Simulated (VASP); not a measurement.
# F (C2/m) in VASP: notebook

Aim: see how the results for F move with the level of theory and the settings. Levels: PBE-based screened hybrid with 15 % exact exchange, HSE06. Tasks: single point.

All numbers are computed with VASP 6.6.1; they aren't measurements. Logs are shortened: lines on timing, memory, paths and dates and some standing lists are left out, and cuts for length are marked.

### 1 The cell of the first run

The structure is monoclinic, space group C2/m (No. 12). Conventional cell: a = 5.202 Å, b = 2.983 Å, c = 7.091 Å, α = 90.00°, β = 107.20°, γ = 90.00°. F (site symmetry m) has 1 F at 1.40 Å within 1.9 Å. F (site symmetry m) has 1 F at 1.40 Å within 1.9 Å.

### 2 Single point, PBE-based screened hybrid with 15 % exact exchange

File POSCAR:

```
F
1.0
    2.6008784203     -1.4917119192     -0.0066657971
    2.6008784203      1.4917119192     -0.0066657971
   -2.0794375002      0.0000000000      6.7794622840
F
4
Direct
    0.5053995766      0.5053995766      0.4025797552
    0.0852977317      0.0852977317      0.0971240918
    0.4946004234      0.4946004234      0.5974202448
    0.9147022683      0.9147022683      0.9028759082
```

File INCAR.step1:

```
SYSTEM = F
PREC = Accurate
ENCUT = 520
EDIFF = 1E-5
ISMEAR = 0
SIGMA = 0.01
LREAL = .False.
LASPH = .True.
NELM = 80
ALGO = Normal
ISIF = 2
LWAVE = .True.
GGA = PE
NBANDS = 22
```

File INCAR.step2:

```
SYSTEM = F
PREC = Accurate
ENCUT = 520
EDIFF = 1E-6
ISMEAR = 0
SIGMA = 0.01
LREAL = .False.
LASPH = .True.
NELM = 80
ALGO = Normal
ISIF = 2
LWAVE = .False.
LCHARG = .True.
GGA = PE
LHFCALC = .True.
AEXX = 0.15
HFSCREEN = 0.1
PRECFOCK = Normal
LELF = .True.
LVHAR = .True.
ISTART = 1
NBANDS = 22
```

File KPOINTS:

```
regular mesh
0
Gamma
  4 4 2
  0 0 0
```

Potentials or basis: VASP PAW PBE potentials, release 64 (F).

On the command line:

```bash
> cat potpaw_PBE.64/F/POTCAR > POTCAR
> cp INCAR.step1 INCAR
> mpirun -np 1 vasp_std > vasp.out
> cp INCAR.step2 INCAR
> mpirun -np 1 vasp_std > vasp.out
```

OUTCAR:

```text
SYSTEM = F
   PREC = Accurate
   ENCUT = 520
   EDIFF = 1E-6
   ISMEAR = 0
   LREAL = .False.
   LASPH = .True.
   NELM = 80
   ISIF = 2
   GGA = PE
   LHFCALC = .True.
   AEXX = 0.15
   HFSCREEN = 0.1
   PRECFOCK = Normal
   ISTART = 1

 ion  position               nearest neighbor table
   1  0.505  0.505  0.403-   3 1.40
   2  0.085  0.085  0.097-   4 1.40
   3  0.495  0.495  0.597-   1 1.40
   4  0.915  0.915  0.903-   2 1.40

  LATTYP: Found a base centered monoclinic cell.
 ALAT       =     5.2017739244
 B/A-ratio  =     0.5735396966
 C/A-ratio  =     1.3632279586
 COS(beta)  =    -0.2956910867

  Lattice vectors:

 A1 = (   2.6008784203,  -1.4917119192,  -0.0066657971)
 A2 = (   2.6008784203,   1.4917119192,  -0.0066657971)
 A3 = (  -2.0794375002,   0.0000000000,   6.7794622840)

Analysis of symmetry for initial positions (statically):
=====================================================================
 Subroutine PRICEL returns:
 Original cell was already a primitive cell.

 Routine SETGRP: Setting up the symmetry group for a
 base centered monoclinic supercell.

 Subroutine GETGRP returns: Found  4 space group operations
 (whereof  4 operations were pure point group operations)
 out of a pool of  4 trial point group operations.

The static configuration has the point symmetry C_2h.

Analysis of symmetry for dynamics (positions and initial velocities):
=====================================================================
 Subroutine PRICEL returns:
 Original cell was already a primitive cell.

 Routine SETGRP: Setting up the symmetry group for a
 base centered monoclinic supercell.

 Subroutine GETGRP returns: Found  4 space group operations
 (whereof  4 operations were pure point group operations)
 out of a pool of  4 trial point group operations.

The dynamic configuration has the point symmetry C_2h.

 Subroutine INISYM returns: Found  4 space group operations
 (whereof  4 operations are pure point group operations),
 and found     1 'primitive' translations

[... 89 lines left out ...]
   EDIFFG = 0.1E-04   stopping-criterion for IOM
   NSW    =      0    number of steps for IOM
   IBRION =     -1    ionic relax: 0-MD 1-quasi-New 2-CG
   NFREE  =      0    steps in history (QN), initial steepest desc. (CG)
   ISIF   =      2    stress and relaxation
   ISYM   =      3    0-nonsym 1-usesym 2-fastsym
   POTIM  = 0.5000    time-step for ionic-motion
   TEBEG  =    0.0;   TEEND  =   0.0 temperature during run
   PSTRESS=    0.0 pullay stress
   NELECT =      28.0000    total number of electrons
   NUPDOWN=      -1.0000    fix difference up-down
   EMIN   =  10.00;   EMAX   =-10.00  energy-range for DOS
   EFERMI =   0.00;   METHOD = LEGACY
   ISMEAR =     0;   SIGMA  =   0.01  broadening in eV -4-tet -1-fermi 0-gaus
   EFERMI_NEDOS =   21; number of points for ismear=-14 and -15
   IALGO  =     38    algorithm
   IMIX   =      1    mixing-type and parameters
     AMIX     =   0.40;   BMIX     =  1.00
     AMIX_MAG =   1.60;   BMIX_MAG =  1.00
  volume/ion in A,a.u.               =      13.14        88.68
  Fermi-wavevector in a.u.,A,eV,Ry     =   1.327083  2.507822 23.961874  1.761148
  Thomas-Fermi vector in A             =   2.456421
   LORBIT       =      0    0 simple, 1 ext, 2 COOP (PROOUT), +10 PAW based schemes
   GGA     = PE    functional components
   LHFCALC =     T    Hartree Fock is set to
   PRECFOCK=normal    Normal, Fast or Accurate (Low or Medium for compatibility)
   ENCUT4O =  -1.0   cutoff for four orbital integrals eV
   NKREDX  =     1    reduce k-point grid by
   NKREDY  =     1    reduce k-point grid by
   NKREDZ  =     1    reduce k-point grid by
   AEXX    =    0.1500 exact exchange contribution
   HFSCREEN=    0.1000 screening length (either q_TF or 0.3 A-1)
   HFSCREENC=   0.1000 screening length for correlation (either q_TF or 0.3 A-1)
   ENCUTFOCK=  -1.0 apply spherical cutoff to Coloumb kernel
   IVDW    =     0    specifies the selected vdW correction
   LEPSILON=     F    determine dielectric tensor
   LRPA    =     F    only Hartree local field effects (RPA)
 non-spin polarized calculation
 Gauss-broadening in eV      SIGMA  =   0.01
  energy-cutoff  :      520.00
  volume of cell :       52.56
 maximum number of plane-waves:      1444
 NGX is ok and might be reduce to    24
  NGX = 18; NGY = 18; NGZ = 40

 number of electron      28.0000001 magnetization

 Free energy of the ion-electron system (eV)
  ---------------------------------------------------
  ext. energy  EPLUGINS =         0.00000000
  ---------------------------------------------------
  free energy    TOTEN  =       -11.00367406 eV

  energy without entropy =      -11.00367406  energy(sigma->0) =      -11.00367406

 E-fermi :  -5.2702     XC(G=0):  -7.5070

 val. band max:       -5.3216116091   @ k =   0.5000   0.5000   0.0000
 cond. band min:      -0.5523440696   @ k =   0.0000   0.0000   0.0000
 fundamental gap:      4.7692675395
 Fermi energy:        -5.2701633473

 k-point     1 :       0.0000    0.0000    0.0000
  band No.  band energies     occupation
      1     -31.7226      2.00000
      2     -31.5339      2.00000
      3     -25.0806      2.00000
      4     -24.5411      2.00000
      5     -12.0311      2.00000
      6     -10.8027      2.00000
[... 339 lines left out ...]
     21      13.6105      0.00000
     22      14.0802      0.00000

------------------------ aborting loop because EDIFF is reached ----------------------------------------

  FORCE on cell =-STRESS in cart. coord.  units (eV):
  Direction    XX          YY          ZZ          XY          YZ          ZX
  --------------------------------------------------------------------------------------
  -------------------------------------------------------------------------------------
  Total        0.7920376      0.6998374      0.8901107      0.0000000      0.0000000      0.0221535
  in kB       24.1416890     21.3313823     27.1310044      0.0000000      0.0000000      0.6752508
  external PRESSURE =      24.2013586 kB  Pullay stress =       0.0000000 kB

 VOLUME and BASIS-vectors are now :
 -----------------------------------------------------------------------------
  energy-cutoff  :      520.00
  volume of cell :       52.56
      direct lattice vectors                 reciprocal lattice vectors
     2.600878420 -1.491711919 -0.006665797     0.192393985 -0.335185362  0.059012242
     2.600878420  1.491711919 -0.006665797     0.192393985  0.335185362  0.059012242
    -2.079437500  0.000000000  6.779462284     0.000378337  0.000000000  0.147620369

 POSITION                                       TOTAL-FORCE (eV/Angst)
 -----------------------------------------------------------------------------------
      1.79183      0.00000      2.72254         0.025497      0.000000     -0.063328
      0.24173      0.00000      0.65731         0.007456      0.000000      0.048791
      1.33049      0.00000      4.04359        -0.025497      0.000000      0.063328
      2.88058      0.00000      6.10882        -0.007456      0.000000     -0.048791
 -----------------------------------------------------------------------------------
    total drift:                               -0.000000     -0.000000      0.000000

  FREE ENERGIE OF THE ION-ELECTRON SYSTEM (eV)
  ---------------------------------------------------
  free  energy   TOTEN  =       -11.0036740598 eV

  energy  without entropy=      -11.0036740598  energy(sigma->0) =      -11.00367406
```

Run time: 6.7 min. Hardware: 1 thread of Intel Xeon Platinum 8488C (Sapphire Rapids), shared host; peak memory 0.26 GiB.

Results:

| Property | Result |
| --- | --- |
| Free energy | -11.0037 eV |
| Pressure | 2.4 GPa |
| Largest force | 0.068 eV/Å |
| Band gap on the k mesh | 4.77 eV (least direct gap 4.83 eV) |

Forces on the atoms (eV/Å):
```
F    0.025  0.000 -0.063
F    0.007  0.000  0.049
F   -0.025  0.000  0.063
F   -0.007  0.000 -0.049
```

Stress tensor (GPa, compression positive):
```
2.41 0.00 0.07
0.00 2.13 0.00
0.07 0.00 2.71
```

Caveat: the k points lie up to 0.61 Å⁻¹ apart; this functional lacks dispersion, which holds the molecules together, so the pressure and a relaxed volume are unreliable; the PAW data sets were made with another functional, which shifts forces and pressure a little. A k mesh can miss the band edges.

### 3 Single point, HSE06

POSCAR is that of step 2.

File INCAR.step1:

```
PREC = Accurate ; ENCUT = 520
EDIFF = 1E-5 ; ISMEAR = 0
SIGMA = 0.01 ; LREAL = F
LASPH = T ; NELM = 100
ALGO = Normal ; ISIF = 2
LWAVE = T ; GGA = PE
NBANDS = 22
```

File INCAR.step2:

```
PREC = Accurate ; ENCUT = 520
EDIFF = 1E-6 ; ISMEAR = 0
SIGMA = 0.01 ; LREAL = F
LASPH = T ; NELM = 100
ALGO = Normal ; ISIF = 2
LWAVE = F ; LCHARG = T
GGA = PE ; LHFCALC = T
HFSCREEN = 0.2079 ; PRECFOCK = Normal
LELF = T ; LVHAR = T
ISTART = 1 ; NBANDS = 22
```

File KPOINTS:

```
Automatic mesh
0
Gamma
  4 4 2
```

Potentials or basis: VASP PAW PBE potentials, release 64 (F).

On the command line:

```bash
> cat potpaw_PBE.64/F/POTCAR > POTCAR
> cp INCAR.step1 INCAR
> mpirun -np 1 vasp_std > vasp.out
> cp INCAR.step2 INCAR
> mpirun -np 1 vasp_std > vasp.out
```

Run time: 7.3 min. Hardware: 1 thread of Intel Xeon Platinum 8488C (Sapphire Rapids), shared host; peak memory 0.26 GiB.

It converged, with:

| Quantity | Value |
| --- | --- |
| Free energy | -12.9001 eV |
| Pressure | 0.9 GPa |
| Largest force | 0.506 eV/Å |
| Band gap on the k mesh | 5.81 eV (least direct gap 5.87 eV) |

Forces in eV/Å, atoms in the order of the input:
```
F   -0.149  0.000  0.452
F   -0.182  0.000 -0.472
F    0.149  0.000 -0.452
F    0.182  0.000  0.472
```

Stress tensor (GPa, compression positive):
```
 1.81  0.00  0.06
 0.00  2.04  0.00
 0.06  0.00 -1.26
```

Levels at points of the mesh, in eV from the valence-band top:
```tsv
k point	band 11	band 12	band 13	band 14	band 15	band 16	band 17	band 18
(0.00, 0.00, 0.00)	-0.43	-0.24	-0.20	-0.06	5.81	7.41	12.33	14.58
(0.50, 0.00, 0.00)	-0.85	-0.83	-0.41	-0.37	6.76	6.81	17.41	17.55
(0.50, 0.50, 0.00)	-0.78	-0.53	-0.42	0.00	6.62	6.78	17.20	17.91
(0.00, 0.00, 0.50)	-0.37	-0.34	-0.14	-0.11	6.55	6.59	13.27	13.30
(0.50, 0.00, 0.50)	-1.04	-0.65	-0.49	-0.18	6.46	7.07	17.63	17.72
(0.50, 0.50, 0.50)	-0.78	-0.71	-0.22	-0.19	6.72	6.74	17.23	17.51
```

Caveat: the k points lie up to 0.61 Å⁻¹ apart; this functional lacks dispersion, which holds the molecules together, so the pressure and a relaxed volume are unreliable; the PAW data sets were made with another functional, which shifts forces and pressure a little. A k mesh can miss the band edges.
